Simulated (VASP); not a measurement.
Runs of VASP 6.6.1 on TlBr. The structure is that of space group Pm-3m (No. 221), or close to it. The cells are those of the table. 

```tsv
level	cell	cutoff (eV)	gap on the mesh (eV)	pressure (GPa)
PBE	a = 3.969 Å, 2 atoms	500	1.84	1.4
r2SCAN	a = 3.995 Å, 2 atoms	550	2.33	(c)
r2SCAN	a = 3.955 Å, 2 atoms	550	2.25	0.8
PBE	a = 3.995 Å, 2 atoms	500	1.89	0.9
r2SCAN	a = 3.913 Å, 2 atoms	550	2.17	1.8
PBE	a = 4.011 Å, 2 atoms	500	(b)	0.6
PBE	a = 4.132 Å, 2 atoms	500	(a)	-1.0
r2SCAN	a = 4.073 Å, 2 atoms	550	2.47	-1.2
```

Alike in all rows: task single point; potentials or basis VASP PAW PBE potentials, release 64 (Tl_d, Br); no spin polarisation; k mesh 6 × 6 × 6; smearing gaussian 0.01 eV.

Estimate the missing entries.

(a) 2.13; (b) 1.92; (c) 0.0.

Caveats: spin-orbit coupling is left out, which moves the levels of the heavy elements; the PAW data sets were made with another functional, which shifts forces and pressure a little (at least some runs).

A k mesh can miss the band edges, and the runs leave out spin-orbit coupling on Br, Tl.
